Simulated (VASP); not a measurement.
# Cd (P6_3/mmc) in VASP: single point with r2SCAN

Aim: the single point of Cd with r2SCAN.

All numbers are computed with VASP 6.6.1; they aren't measurements. Logs are shortened: lines on timing, memory, paths and dates and some standing lists are left out, and cuts for length are marked.

## 1. The cell of the first run

The structure is hexagonal, space group P6_3/mmc (No. 194). Conventional cell: a = 2.962 Å, b = 2.962 Å, c = 5.798 Å, α = 90.00°, β = 90.00°, γ = 120.00°. Within 3.9 Å of Cd (site symmetry -6m2) lie 12 Cd at 2.96 to 3.37 Å.

## 2. Single point, r2SCAN

POSCAR reads:

```
Cd
1.0
    2.9619151798      0.0000000000      0.0000000000
   -1.4809575899      2.5650937895      0.0000000000
    0.0000000000      0.0000000000      5.7981821469
Cd
2
Direct
    0.3333333333      0.6666666667      0.2500000000
    0.6666666667      0.3333333333      0.7500000000
```

INCAR.step1 reads:

```
  ALGO = Normal
  EDIFF = 1E-4
  ENCUT = 520
  GGA = PE
  ISMEAR = -1
  LASPH = True
  LCHARG = False
  LREAL = False
  LWAVE = True
  NBANDS = 19
  NELM = 100
  PREC = Accurate
  SIGMA = 0.05
```

INCAR.step2 reads:

```
  ALGO = Normal
  EDIFF = 1E-6
  ENCUT = 520
  ISIF = 2
  ISMEAR = -1
  ISTART = 1
  LASPH = True
  LCHARG = False
  LMIXTAU = True
  LREAL = False
  LWAVE = False
  METAGGA = R2SCAN
  NBANDS = 19
  NELM = 100
  PREC = Accurate
  SIGMA = 0.05
```

KPOINTS reads:

```
k-points
0
Gamma
  18 18 8
```

Potentials or basis: VASP PAW PBE potentials, release 64 (Cd).

Launch:

```console
cat potpaw_PBE.64/Cd/POTCAR > POTCAR
cp INCAR.step1 INCAR
mpirun -np 1 vasp_std > vasp.out
cp INCAR.step2 INCAR
mpirun -np 1 vasp_std > vasp.out
```

OUTCAR:

```text
EDIFF = 1E-6
   ENCUT = 520
   ISIF = 2
   ISMEAR = -1
   ISTART = 1
   LASPH = True
   LREAL = False
   METAGGA = R2SCAN
   NELM = 100
   PREC = Accurate

 ion  position               nearest neighbor table
   1  0.333  0.667  0.250-   2 3.37   2 3.37   2 3.37   2 3.37   2 3.37   2 3.37
   2  0.667  0.333  0.750-   1 3.37   1 3.37   1 3.37   1 3.37   1 3.37   1 3.37

  LATTYP: Found a hexagonal cell.
 ALAT       =     2.9619151798
 C/A-ratio  =     1.9575787269

  Lattice vectors:

 A1 = (   2.9619151798,   0.0000000000,   0.0000000000)
 A2 = (  -1.4809575899,   2.5650937895,   0.0000000000)
 A3 = (   0.0000000000,   0.0000000000,   5.7981821469)

Analysis of symmetry for initial positions (statically):
=====================================================================
 Subroutine PRICEL returns:
 Original cell was already a primitive cell.

 Routine SETGRP: Setting up the symmetry group for a
 hexagonal supercell.

 Subroutine GETGRP returns: Found 24 space group operations
 (whereof 12 operations were pure point group operations)
 out of a pool of 24 trial point group operations.

The static configuration has the point symmetry D_3d.
 The point group associated with its full space group is D_6h.

Analysis of symmetry for dynamics (positions and initial velocities):
=====================================================================
 Subroutine PRICEL returns:
 Original cell was already a primitive cell.

 Routine SETGRP: Setting up the symmetry group for a
 hexagonal supercell.

 Subroutine GETGRP returns: Found 24 space group operations
 (whereof 12 operations were pure point group operations)
 out of a pool of 24 trial point group operations.

The dynamic configuration has the point symmetry D_3d.
 The point group associated with its full space group is D_6h.

 Subroutine INISYM returns: Found 24 space group operations
 (whereof 12 operations are pure point group operations),
 and found     1 'primitive' translations

----------------------------------------------------------------------------------------

                                     Primitive cell

  volume of cell :      44.0522

  direct lattice vectors                    reciprocal lattice vectors
     2.961915180  0.000000000  0.000000000     0.337619391  0.194924646  0.000000000
    -1.480957590  2.565093790  0.000000000     0.000000000  0.389849293  0.000000000
     0.000000000  0.000000000  5.798182147     0.000000000  0.000000000  0.172467848

  length of vectors
     2.961915180  2.961915180  5.798182147     0.389849293  0.389849293  0.172467848

  position of ions in fractional coordinates (direct lattice)
     0.333333333  0.666666667  0.250000000
     0.666666667  0.333333333  0.750000000

  ion indices of the primitive-cell ions
   primitive index   ion index
                 1           1
                 2           2

----------------------------------------------------------------------------------------

 KPOINTS: k-points

Automatic generation of k-mesh.
 Grid dimensions read from file:
 generate k-points for:   18   18    8

 Generating k-lattice:

  Cartesian coordinates                     Fractional coordinates (reciprocal lattice)
     0.018756633  0.010829147  0.000000000     0.055555556  0.000000000  0.000000000
     0.000000000  0.021658294  0.000000000     0.000000000  0.055555556  0.000000000
     0.000000000  0.000000000  0.021558481     0.000000000  0.000000000  0.125000000

  Length of vectors
     0.021658294  0.021658294  0.021558481

  Shift w.r.t. Gamma in fractional coordinates (k-lattice)
     0.000000000  0.000000000  0.000000000

 Subroutine IBZKPT returns following result:
 ===========================================

 Found    185 irreducible k-points:

 Following reciprocal coordinates:
            Coordinates               Weight
  0.000000  0.000000  0.000000      1.000000
  0.055556 -0.000000  0.000000      6.000000
  0.111111 -0.000000  0.000000      6.000000
  0.166667 -0.000000  0.000000      6.000000
  0.222222  0.000000  0.000000      6.000000
  0.277778 -0.000000  0.000000      6.000000
[... 16 lines left out ...]
  0.333333  0.111111  0.000000     12.000000
  0.388889  0.111111  0.000000     12.000000
 [... further k-points ...]
   k-points           NKPTS =    185   k-points in BZ     NKDIM =    185   number of bands    NBANDS=     19
   number of dos      NEDOS =    301   number of ions     NIONS =      2
   total plane-waves  NPLWV =  27648
   dimension x,y,z NGX =    24 NGY =   24 NGZ =   48
   dimension x,y,z NGXF=    48 NGYF=   48 NGZF=   96
   ions per type =               2
   NGX,Y,Z   is equivalent  to a cutoff of  13.47, 13.47, 13.76 a.u.
   NGXF,Y,Z  is equivalent  to a cutoff of  26.94, 26.94, 27.53 a.u.
 SYSTEM =  unknown system
   PREC   = accura    normal or accurate (medium, high low for compatibility)
   ISTART =      1    job   : 0-new  1-cont  2-samecut
   ICHARG =      0    charge: 1-file 2-atom 10-const
   ISPIN  =      1    spin polarized calculation?
   LNONCOLLINEAR =      F non collinear calculations
   LSORBIT =      F    spin-orbit coupling
   LASPH  =      T    aspherical Exc in radial PAW
   ENCUT  =  520.0 eV  38.22 Ry    6.18 a.u.   5.51  5.51 10.78*2*pi/ulx,y,z
   NELM   =    100;   NELMIN=  2; NELMDL=  0     # of ELM steps
   EDIFF  = 0.1E-05   stopping-criterion for ELM
   LREAL  =      F    real-space projection
   EDIFFG = 0.1E-04   stopping-criterion for IOM
   NSW    =      0    number of steps for IOM
   IBRION =     -1    ionic relax: 0-MD 1-quasi-New 2-CG
   NFREE  =      0    steps in history (QN), initial steepest desc. (CG)
   ISIF   =      2    stress and relaxation
   ISYM   =      2    0-nonsym 1-usesym 2-fastsym
   POTIM  = 0.5000    time-step for ionic-motion
   TEBEG  =    0.0;   TEEND  =   0.0 temperature during run
   PSTRESS=    0.0 pullay stress
   NELECT =      24.0000    total number of electrons
   NUPDOWN=      -1.0000    fix difference up-down
   EMIN   =  10.00;   EMAX   =-10.00  energy-range for DOS
   EFERMI =   0.00;   METHOD = LEGACY
   ISMEAR =    -1;   SIGMA  =   0.05  broadening in eV -4-tet -1-fermi 0-gaus
   EFERMI_NEDOS =   21; number of points for ismear=-14 and -15
   IALGO  =     38    algorithm
   IMIX   =      4    mixing-type and parameters
     AMIX     =   0.40;   BMIX     =  1.00
     AMIX_MAG =   1.60;   BMIX_MAG =  1.00
  volume/ion in A,a.u.               =      22.03       148.64
  Fermi-wavevector in a.u.,A,eV,Ry     =   1.337076  2.526707 24.324108  1.787771
  Thomas-Fermi vector in A             =   2.465653
   LORBIT       =      0    0 simple, 1 ext, 2 COOP (PROOUT), +10 PAW based schemes
   METAGGA = R2SCAN    functional components
   LHFCALC =     F    Hartree Fock is set to
   AEXX    =    0.0000 exact exchange contribution
   IVDW    =     0    specifies the selected vdW correction
   LEPSILON=     F    determine dielectric tensor
   LRPA    =     F    only Hartree local field effects (RPA)
 non-spin polarized calculation
  energy-cutoff  :      520.00
  volume of cell :       44.05
 maximum number of plane-waves:      1216
 NGX is ok and might be reduce to    24
   NGX = 11   NGY = 11   NGZ = 21

 number of electron      23.9999991 magnetization

 Free energy of the ion-electron system (eV)
  ---------------------------------------------------
  ext. energy  EPLUGINS =         0.00000000
  ---------------------------------------------------
  free energy    TOTEN  =       -40.20302213 eV

  energy without entropy =      -40.20002649  energy(sigma->0) =      -40.20152431

 E-fermi :   2.8137     XC(G=0): -11.6709

 val. band max:        2.8063007108   @ k =   0.2222   0.0556   0.1250
 cond. band min:       2.8390994515   @ k =   0.1111  -0.0000   0.2500
 fundamental gap:      0.0327987407
 Fermi energy:         2.8136894615

 k-point     1 :       0.0000    0.0000    0.0000
  band No.  band energies     occupation
      1      -7.5632      2.00000
      2      -7.3452      2.00000
      3      -6.8797      2.00000
      4      -6.8797      2.00000
      5      -6.8387      2.00000
      6      -6.8387      2.00000
[... 11 lines left out ...]
     18      18.9035      0.00000
     19      19.3062      0.00000

 k-point     2 :       0.0556   -0.0000    0.0000
  band No.  band energies     occupation
      1      -7.5276      2.00000
      2      -7.3103      2.00000
      3      -6.8935      2.00000
      4      -6.8516      2.00000
      5      -6.8493      2.00000
      6      -6.8091      2.00000
[... 11 lines left out ...]
     18      18.1174      0.00000
     19      19.7145      0.00000

 k-point     3 :       0.1111   -0.0000    0.0000
  band No.  band energies     occupation
      1      -7.4359      2.00000
      2      -7.2286      2.00000
      3      -6.9290      2.00000
      4      -6.8778      2.00000
      5      -6.7609      2.00000
      6      -6.7231      2.00000
[... 11 lines left out ...]
     18      17.6443      0.00000
     19      19.5033      0.00000

 k-point     4 :       0.1667   -0.0000    0.0000
  band No.  band energies     occupation
      1      -7.3522      2.00000
      2      -7.1544      2.00000
      3      -6.9745      2.00000
      4      -6.8507      2.00000
      5      -6.6227      2.00000
      6      -6.5888      2.00000
[... 11 lines left out ...]
     18      17.2595      0.00000
     19      17.5799      0.00000

 k-point     5 :       0.2222    0.0000    0.0000
  band No.  band energies     occupation
      1      -7.3683      2.00000
      2      -7.1720      2.00000
      3      -6.9218      2.00000
      4      -6.7338      2.00000
      5      -6.7330      2.00000
      6      -6.5088      2.00000
[... 11 lines left out ...]
     18      15.8940      0.00000
     19      16.9936      0.00000
[... 334 lines left out ...]
      2      -7.1458      2.00000
      3      -6.9202      2.00000
      4      -6.8768      2.00000
      5      -6.6973      2.00000
      6      -6.6849      2.00000
[... 11 lines left out ...]
     18      15.6096      0.00000
     19      15.7771      0.00000

 k-point    22 :       0.2778    0.1111    0.0000
  band No.  band energies     occupation
      1      -7.4164      2.00000
      2      -7.2408      2.00000
      3      -7.0608      2.00000
      4      -6.7622      2.00000
      5      -6.7244      2.00000
      6      -6.5258      2.00000
[... 11 lines left out ...]
     18      14.9861      0.00000
     19      15.7541      0.00000

 k-point    23 :       0.3333    0.1111    0.0000
  band No.  band energies     occupation
      1      -7.4964      2.00000
      2      -7.3194      2.00000
      3      -7.1670      2.00000
      4      -6.8119      2.00000
      5      -6.6039      2.00000
      6      -6.5828      2.00000
[... 11 lines left out ...]
     18      14.5006      0.00000
     19      15.4448      0.00000

 k-point    24 :       0.3889    0.1111    0.0000
  band No.  band energies     occupation
      1      -7.5489      2.00000
      2      -7.3709      2.00000
      3      -7.2328      2.00000
      4      -6.8429      2.00000
      5      -6.6209      2.00000
      6      -6.5280      2.00000
[... 11 lines left out ...]
     18      14.1929      0.00000
     19      15.2426      0.00000

 [... further k-points ...]

------------------------ aborting loop because EDIFF is reached ----------------------------------------

  FORCE on cell =-STRESS in cart. coord.  units (eV):
  Direction    XX          YY          ZZ          XY          YZ          ZX
  --------------------------------------------------------------------------------------
  -------------------------------------------------------------------------------------
  Total        0.1204634      0.1204634      0.0526586      0.0000000      0.0000000      0.0000000
  in kB        4.3812506      4.3812506      1.9151924      0.0000000      0.0000000      0.0000000
  external PRESSURE =       3.5592312 kB  Pullay stress =       0.0000000 kB

 VOLUME and BASIS-vectors are now :
 -----------------------------------------------------------------------------
  energy-cutoff  :      520.00
  volume of cell :       44.05
      direct lattice vectors                 reciprocal lattice vectors
     2.961915180  0.000000000  0.000000000     0.337619391  0.194924646  0.000000000
    -1.480957590  2.565093790  0.000000000     0.000000000  0.389849293  0.000000000
     0.000000000  0.000000000  5.798182147     0.000000000  0.000000000  0.172467848

 POSITION                                       TOTAL-FORCE (eV/Angst)
 -----------------------------------------------------------------------------------
     -0.00000      1.71006      1.44955        -0.000000      0.000000      0.000000
      1.48096      0.85503      4.34864         0.000000      0.000000      0.000000
 -----------------------------------------------------------------------------------
    total drift:                               -0.000000      0.000000     -0.000000

  FREE ENERGIE OF THE ION-ELECTRON SYSTEM (eV)
  ---------------------------------------------------
  free  energy   TOTEN  =       -40.2030221343 eV

  energy  without entropy=      -40.2000264903  energy(sigma->0) =      -40.20152431
```

It took 2.8 min on 1 thread of Intel Xeon 6975P-C (Granite Rapids), shared host; peak memory 0.26 GiB.

Results:

- Free energy: -40.2030 eV
- Pressure: 0.4 GPa
- Band gap on the k mesh: zero (bands 12 and 13 overlap by 4.78 eV)

Stress tensor (GPa, compression positive):
```
0.44 0.00 0.00
0.00 0.44 0.00
0.00 0.00 0.19
```

Caveat: the PAW data sets were made with another functional, which shifts forces and pressure a little.
